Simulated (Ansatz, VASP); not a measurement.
**Two plane-wave programs on Ta**

```
Ta
1.0
     4.64181    0.00000    0.00000
     2.32091    4.01993    0.00000
     0.00000    0.00000   26.42257
Ta
12
Direct
  0.33333 0.33333 0.30277
  0.66667 0.66667 0.33863
  0.00000 0.00000 0.37449
  0.33333 0.33333 0.41035
  0.66667 0.66667 0.44621
  0.00000 0.00000 0.48207
  0.33333 0.33333 0.51793
  0.66667 0.66667 0.55379
  0.00000 0.00000 0.58965
  0.33333 0.33333 0.62551
  0.66667 0.66667 0.66137
  0.00000 0.00000 0.69723
```

Alike in both runs: task single point; functional PBEsol; k mesh 8 × 8 × 1; no spin polarisation.

|  | VASP | Ansatz |
| --- | --- | --- |
| version | VASP 6.6.1 | Ansatz 0.2.0 |
| potentials or method | VASP PAW PBE potentials, release 64 (Ta_pv) | plane-wave PAW, scalar-relativistic |
| plane-wave cutoff (eV) | 400 | 420 |
| occupations | methfessel-paxton of order 1, width 0.1 eV | cold, width 0.1 eV |
| valence electrons in the cell | 132 | 156 |

|  | VASP | Ansatz | Ansatz less VASP |
| --- | --- | --- | --- |
| rms of the force components (eV/Å) | 0.633 | 0.632 | -0.0016 |

VASP's potentials were made for PBE, not for PBEsol, and Ansatz warns of the same on its side. Atom by atom the forces differ by 0.007 eV/Å (rms over components). VASP's potentials hold 132 valence electrons a cell and Ansatz's 156, so a difference there can come from the potentials and not from the codes. Ansatz's warnings: vacuum below fermi.

Neither program's run includes spin-orbit coupling.
